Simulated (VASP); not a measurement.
AlNi (rocksalt type), 2 atoms in the cell. It takes space group Fm-3m (No. 225, cubic). The conventional cell has a = 3.981 Å, b = 3.981 Å, c = 3.981 Å, α = 90.00°, β = 90.00°, γ = 90.00°. Ni (site symmetry m-3m) has 6 Al at 1.99 Å within 2.6 Å. Al (site symmetry m-3m) has 6 Ni at 1.99 Å within 2.6 Å.  This cell differs from its parent crystal: volume scaled by 0.55.

```yaml
Program: VASP 6.6.1
Task: density of states
Functional: PBE
Potentials_or_basis: VASP PAW PBE potentials, release 64 (Ni, Al)
Cutoff: 520 eV
k_mesh: 15 × 15 × 15
Occupations: fermi-dirac, width 0.1 eV
Spin: no spin polarisation
Dipole_correction: no
k_mesh_for_the_DOS: 23 × 23 × 23
Occupations_for_the_DOS: tetrahedron
Further_INCAR_settings: ALGO = Normal; EDIFF = 1e-06; NBANDS = 14
```

Potentials or basis: VASP PAW PBE potentials, release 64 (Ni, Al).

Launch:

```sh
$ cat potpaw_PBE.64/Ni/POTCAR potpaw_PBE.64/Al/POTCAR > POTCAR
$ cp INCAR.step1 INCAR
$ cp KPOINTS.step1 KPOINTS
$ mpirun -np 1 vasp_std > vasp.out
$ cp INCAR.step2 INCAR
$ cp KPOINTS.step2 KPOINTS
$ mpirun -np 1 vasp_std > vasp.out
```

Hardware: 1 thread of Intel(R) Xeon(R) 6975P-C (Granite Rapids), with other jobs on the host.

Q: Estimate the wall time of this run.

A: Wall time 25 s on 1 thread of Intel(R) Xeon(R) 6975P-C (Granite Rapids) (shared host), peak memory 0.2 GiB. Counts: k points 364.
